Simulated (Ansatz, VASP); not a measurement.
## InP: VASP beside Ansatz

```xyz
8
Lattice="5.5403 0.0000 0.0000 0.0000 -5.5403 0.0000 0.0000 0.0000 -5.5403" Properties=species:S:1:pos:R:3 pbc="T T T"
In    0.0000   -5.5403   -5.4603
In    2.7702   -2.7702   -5.5403
In    2.7702   -5.5403   -2.7702
In    0.0000   -2.7702   -2.7702
P     2.7702   -5.5403   -5.5403
P     0.0000   -2.7702   -5.5403
P     0.0000   -5.5403   -2.7702
P     2.7702   -2.7702   -2.7702
```

Alike in both runs: task single point; functional PBE; k mesh 12 × 12 × 12; occupations gaussian, width 0.15 eV; no spin polarisation.

|  | VASP | Ansatz |
| --- | --- | --- |
| version | VASP 6.6.1 | Ansatz 0.2.0 |
| potentials or method | VASP PAW PBE potentials, release 64 (In_d, P), cutoff 520 eV | scalar-relativistic, plane waves, PAW |
| valence electrons in the cell | 72 | 72 |

```csv
,VASP,Ansatz,Ansatz less VASP
gap on the k mesh at the Fermi level (eV),none,none,-
pressure (GPa),0.0,0.0,+0.03
"traceless stress, the component that is largest in VASP (GPa)",0.13,0.13,+0.001
rms of the force components (eV/Å),0.067,0.067,+0.0001
```

Atom by atom the forces differ by 0.000 eV/Å (rms over components). A gap of «none» marks a metal or a gap that the smearing closes.
